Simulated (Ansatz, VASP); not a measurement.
## SiC5 in VASP and in Ansatz

```
CELL_PARAMETERS angstrom
2.53263 0.00000 0.00000
-1.26632 2.19332 0.00000
0.00000 0.00000 14.26973
ATOMIC_POSITIONS crystal
Si 0.00000 0.00000 0.50000
C 0.00000 0.00000 0.83333
C 0.00000 0.00000 0.00000
C 0.00000 0.00000 0.16667
C 0.00000 0.00000 0.33333
C 0.00000 0.00000 0.66667
```

Alike in both runs: task single point; functional PBE; k mesh 6 × 6 × 2; occupations gaussian, width 0.1 eV; collinear spin.

```csv
,VASP,Ansatz
version,VASP 6.6.1,Ansatz 0.2.0
potentials or method,"VASP PAW PBE potentials, release 64 (Si, C), cutoff 520 eV","scalar-relativistic, plane waves, PAW"
valence electrons in the cell,24,24
```

```csv
,VASP,Ansatz,Ansatz less VASP
gap on the k mesh at the Fermi level (eV),none,none,-
rms of the force components (eV/Å),0.011,0.011,0.0000
net moment per atom (μB),0.00,0.00,0.000
```

Atom by atom the forces differ by 0.001 eV/Å (rms over components). A gap of «none» marks a metal or a gap that the smearing closes. Ansatz's warnings: seeded moment not kept.

The k mesh is coarse, so the values compare programs but aren't converged.
